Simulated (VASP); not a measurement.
**As: single point with PBE0**

The system is As.

```
As
1.0
     2.73926    0.00000    0.00000
     0.00000    2.73926    0.00000
     0.00000    0.00000    2.73926
As
1
Direct
  0.50000 0.50000 0.50000
```

This isn't the form of As at room conditions, which is rhombohedral.

```
Program             : VASP 6.6.1
Task                : single point
Functional          : PBE0
Potentials or basis : VASP PAW PBE potentials, release 64 (As_d)
Cutoff              : 520 eV
k mesh              : 6 × 6 × 6
Occupations         : fermi-dirac, width 0.05 eV
Spin                : no spin polarisation
```

The pressure is -0.6 GPa and the band gap on the k mesh is zero (an odd number of electrons rules out a gap without spin polarisation).

Levels at points of the mesh, in eV from the Fermi level:
```
           k point  band 3  band 4  band 5  band 6  band 7  band 8  band 9  band 10  band 11  band 12
(0.00, 0.00, 0.00)  -40.59  -40.59  -40.59  -17.20    4.62    4.62    4.62     9.16     9.16    10.90
(0.50, 0.00, 0.00)  -40.62  -40.61  -40.59  -13.85   -8.38    7.03    7.03    12.08    14.69    15.40
(0.50, 0.50, 0.00)  -40.62  -40.62  -40.56  -10.36   -5.54   -5.54    2.90     9.22    17.60    18.84
(0.50, 0.50, 0.50)  -40.65  -40.56  -40.56   -6.44   -2.89   -2.89   -2.89     6.46     6.46     6.46
```

It took 5.8 min on 1 thread of Intel(R) Xeon(R) 6975P-C (Granite Rapids), on a shared host, peak memory 0.13 GiB.

Caveat: the k points lie up to 0.38 Å⁻¹ apart, too coarse for converged energies and pressures of a metal; the PAW data sets were made with another functional, which shifts forces and pressure a little.
